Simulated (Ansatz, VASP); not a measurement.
**One calculation of GaN, two programs**

File INCAR:

```
SYSTEM = GaN
PREC = Accurate
ENCUT = 520
EDIFF = 1E-7
ISMEAR = 0
SIGMA = 0.05
LREAL = .False.
LASPH = .True.
NELM = 80
ALGO = Normal
ISIF = 2
LWAVE = .False.
LCHARG = .False.
GGA = PE
NBANDS = 16
```

KPOINTS

```
regular mesh
0
Gamma
  10 10 10
  0 0 0
```

The input POSCAR:

```
GaN
1.0
    0.0000000000      2.2535006075      2.2535006075
    2.2535006075      0.0000000000      2.2535006075
    2.2535006075      2.2535006075      0.0000000000
Ga N
1 1
Direct
    0.0192151136      0.0192151136      0.0192151136
    0.7500000000      0.7500000000      0.7500000000
```

Input for Ansatz:

```yaml
crystal:
  lattice:
    - [0.0, 2.2535006075, 2.2535006075]
    - [2.2535006075, 0.0, 2.2535006075]
    - [2.2535006075, 2.2535006075, 0.0]
  atoms:
    - { symbol: Ga, position: [0.0192151136, 0.0192151136, 0.0192151136] }
    - { symbol: "N", position: [0.75, 0.75, 0.75] }
basis:
  ecutwfc: 420
kpoints:
  mp_grid: { grid: [10, 10, 10] }
hamiltonian:
  xc: pbe
scf:
  occupations: { method: gaussian, width: 0.05 }
output:
  forces: true
  stress: true
  eigenvalues: true
```

Change from the starting cell: all Ga atoms moved -0.150 Å, as atom 1 towards its neighbour atom 2 (N) at 1.952 Å.

Alike in both runs: task single point; functional PBE; k mesh 10 × 10 × 10; occupations gaussian, width 0.05 eV; no spin polarisation.

```csv
,VASP,Ansatz
version,VASP 6.6.1,Ansatz 0.2.0
potentials or method,"VASP PAW PBE potentials, release 64 (Ga_d, N), cutoff 520 eV","scalar-relativistic, plane waves, PAW"
valence electrons in the cell,18,18
```

|  | VASP | Ansatz | Ansatz less VASP |
| --- | --- | --- | --- |
| gap on the k mesh at the Fermi level (eV) | 1.48 | 1.47 | -0.005 |
| least direct gap on the mesh (eV) | 1.48 | 1.47 | -0.005 |
| pressure (GPa) | 6.7 | 6.7 | +0.03 |
| traceless stress, the component that is largest in VASP (GPa) | -3.48 | -3.56 | -0.079 |
| rms of the force components (eV/Å) | 0.715 | 0.723 | +0.0081 |

Atom by atom the forces differ by 0.008 eV/Å (rms over components). The functional is the same, so the differences come from potentials, cutoffs and numerics.
